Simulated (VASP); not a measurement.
Input of a VASP 6.6.1 run:

File INCAR:

```
PREC = Accurate ; ENCUT = 910
EDIFF = 1E-6 ; ISMEAR = 0
SIGMA = 0.02 ; LREAL = F
LASPH = T ; NELM = 120
ALGO = Normal ; ISIF = 2
LWAVE = F ; LCHARG = T
GGA = PS ; LELF = T
LVHAR = T ; NBANDS = 28
GGA_COMPAT = F
```

KPOINTS

```
Automatic mesh
0
Gamma
  8 8 8
```

POSCAR

```
BaTiO3
1.0
    3.9557417097      0.0000000000      0.0000000000
    0.0000000000      3.9557417097      0.0000000000
    0.0000000000      0.0000000000      4.0433218743
Ba Ti O
1 1 3
Direct
    0.0000000000      0.0000000000     -0.0048958014
    0.5000000000      0.5000000000      0.4799359844
    0.5000000000      0.5000000000      0.0247643276
    0.5000000000      0.0000000000      0.5140977447
    0.0000000000      0.5000000000      0.5140977447
```

Potentials or basis: VASP PAW PBE potentials, release 64 (Ba_sv, Ti_sv, O_h).

The run is started by

```sh
$ cat potpaw_PBE.64/Ba_sv/POTCAR potpaw_PBE.64/Ti_sv/POTCAR potpaw_PBE.64/O_h/POTCAR > POTCAR
$ mpirun -np 1 vasp_std > vasp.out
```

(1) Estimate the largest force.

(2) Estimate the pressure.

(3) Estimate the band gap on the k mesh.

Results:

(1) 0.038 eV/Å.

(2) 1.5 GPa.

(3) 1.79 eV (least direct gap 2.19 eV).

Caveat: the cutoff is under 1.25 times the usual one of these potentials, so pressure, stress and relaxed cells hold a basis-set (Pulay) error; the PAW data sets were made with another functional, which shifts forces and pressure a little; spin-orbit coupling is left out, which moves the levels of the heavy elements.
